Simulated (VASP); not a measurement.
LiF: single point with PBE

Crystal: LiF.

```
Li F
1.0
     2.53404    0.01778    0.01778
     0.01778    2.53404    0.01778
     0.01778    0.01778    2.53404
Li F
1 1
Direct
  0.00000 0.00000 0.00000
  0.50000 0.50000 0.50000
```

This cell differs from its parent crystal: strain along [111] +2.1%.

```json
{
  "Program": "VASP 6.6.1",
  "Task": "single point",
  "Functional": "PBE",
  "Potentials or basis": "VASP PAW PBE potentials, release 64 (Li_sv, F)",
  "Cutoff": "520 eV",
  "k mesh": "10 × 10 × 10",
  "Occupations": "fermi-dirac, width 0.02 eV",
  "Spin": "no spin polarisation"
}
```

```yaml
Band_gap_on_the_k_mesh: 7.77 eV (least direct gap 8.41 eV)
```

Levels at points of the mesh, in eV from the valence-band top:
```csv
k point,band 2,band 3,band 4,band 5,band 6,band 7,band 8,band 9
"(0.00, 0.00, 0.00)",-20.92,-0.73,-0.73,-0.64,7.77,19.03,19.03,21.15
"(0.50, 0.00, 0.00)",-20.43,-3.80,-0.31,-0.26,9.27,14.34,20.48,20.64
"(0.50, 0.50, 0.00)",-19.87,-3.41,-3.35,0.00,13.56,13.76,14.02,19.70
"(0.50, 0.50, 0.50)",-19.41,-2.38,-2.32,-2.32,10.98,11.32,11.32,24.22
```

Run time: 8.9 s on 1 thread of Intel(R) Xeon(R) Platinum 8559C (Emerald Rapids), on a shared host, peak memory 0.13 GiB.

Caveat: the cell differs from its parent crystal (strain along [111] +2.1%); the structure was generated, so it needn't be the stable form of LiF. A k mesh can miss the band edges.
